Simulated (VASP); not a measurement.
The system is HgTe (Coloradoite).

```
Hg Te
1.0
     0.00000    3.21450    3.21450
     3.21450    0.00000    3.21450
     3.21450    3.21450    0.00000
Hg Te
1 1
Direct
  0.00000 0.00000 0.00000
  0.75000 0.75000 0.75000
```

```yaml
Program: VASP 6.6.1
Task: relaxation of cell and atoms
Functional: revPBE
Potentials_or_basis: VASP PAW PBE potentials, release 64 (Hg, Te)
Cutoff: 600 eV
k_mesh: 7 × 7 × 7
Occupations: fermi-dirac, width 0.05 eV
Spin: no spin polarisation
```

At the start: pressure 5.9 GPa; volume 33.22 Å³/atom.

Problem. How do energy, volume and symmetry change on relaxing?

Solution. Over 3 steps the energy falls by 78.5 meV/atom and the volume is 38.08 Å³/atom (+14.6 %); space group F-43m (No. 216, to 0.05 Å).

Step by step:
```tsv
step	energy change (eV)	largest force (eV/Å)	pressure (GPa)	volume (Å³)
1	0.0000	0.0000	5.90	66.43
2	-0.1489	0.0000	-0.94	78.91
3	-0.1570	0.0000	0.04	76.15
```

Final structure:
```
Hg Te
1.0
     0.00000    3.36421    3.36421
     3.36421    0.00000    3.36421
     3.36421    3.36421    0.00000
Hg Te
1 1
Cartesian
  0.0000 0.0000 0.0000
  5.0463 5.0463 5.0463
```

Caveat: the PAW data sets were made with another functional, which shifts forces and pressure a little; the volume moved by +15 % from the deposited cell, more than functionals usually miss.
